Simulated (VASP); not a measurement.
MgO:

```xyz
2
Lattice="0.0000 2.0970 2.0970 2.0970 0.0000 2.0970 2.0970 2.0970 0.0000" Properties=species:S:1:pos:R:3 pbc="T T T"
Mg    0.0000    0.0000    0.0000
O     2.0970    2.0970    2.0970
```

* Program: VASP 6.6.1
* Task: relaxation of cell and atoms
* Functional: BLYP
* Potentials or basis: VASP PAW PBE potentials, release 64 (Mg, O)
* Cutoff: 600 eV
* k mesh: 11 × 11 × 11
* Occupations: fermi-dirac, width 0.05 eV
* Spin: no spin polarisation

At the start: pressure 8.5 GPa; volume 9.22 Å³/atom.

Task: Where does the relaxation end?

Result: Over 3 steps the energy falls by 12.6 meV/atom and the volume is 9.71 Å³/atom (+5.3 %); space group Fm-3m (No. 225, to 0.05 Å).

Step by step:
```tsv
step	energy change (eV)	largest force (eV/Å)	pressure (GPa)	volume (Å³)
1	0.0000	0.0000	8.51	18.44
2	-0.0222	0.0000	-2.58	19.78
3	-0.0251	0.0000	-0.01	19.43
```

Final structure:
```xyz
2
Lattice="0.0000 2.1336 2.1336 2.1336 0.0000 2.1336 2.1336 2.1336 0.0000" Properties=species:S:1:pos:R:3 pbc="T T T"
Mg    0.0000    0.0000    0.0000
O     2.1336    2.1336    2.1336
```

Caveat: the PAW data sets were made with another functional, which shifts forces and pressure a little.
